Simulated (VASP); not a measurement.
**TaN: single point with LDA**

Crystal: TaN.

```
CELL_PARAMETERS angstrom
2.91828 0.00000 0.00000
-1.45914 2.52731 0.00000
0.00000 0.00000 2.86365
ATOMIC_POSITIONS crystal
Ta 0.00000 0.00000 0.50000
N 0.66667 0.33333 0.00000
```

| Quantity | Value |
| --- | --- |
| Program | VASP 6.6.1 |
| Task | single point |
| Functional | LDA |
| Potentials or basis | VASP PAW LDA potentials, release 64 (Ta_pv, N) |
| Cutoff | 520 eV |
| k mesh | 10 × 10 × 9 |
| Occupations | fermi-dirac, width 0.05 eV |
| Spin | no spin polarisation |

```
Pressure               : -2.7 GPa
Band gap on the k mesh : zero (band 8 reaches 8.52 eV, above the bottom of band 9 at 8.22 eV)
```

Stress tensor (GPa, compression positive):
```
-2.47  0.00  0.00
 0.00 -2.47  0.00
 0.00  0.00 -3.02
```

Levels at points of the mesh, in eV from the Fermi level:
```tsv
k point	band 4	band 5	band 6	band 7	band 8	band 9	band 10	band 11	band 12	band 13
(0.00, 0.00, 0.00)	-17.72	-4.66	-4.66	-4.32	-2.93	2.49	3.64	3.64	4.02	4.02
(0.50, 0.00, 0.00)	-15.30	-8.38	-5.32	-3.59	-3.19	2.99	4.12	5.27	5.39	7.73
```

Run time: 9.4 s on 1 thread of Intel(R) Xeon(R) Platinum 8375C CPU @ 2.90GHz (Ice Lake), with other jobs on the host, peak memory 0.14 GiB.

Caveat: spin-orbit coupling is left out, which moves the levels of the heavy elements.
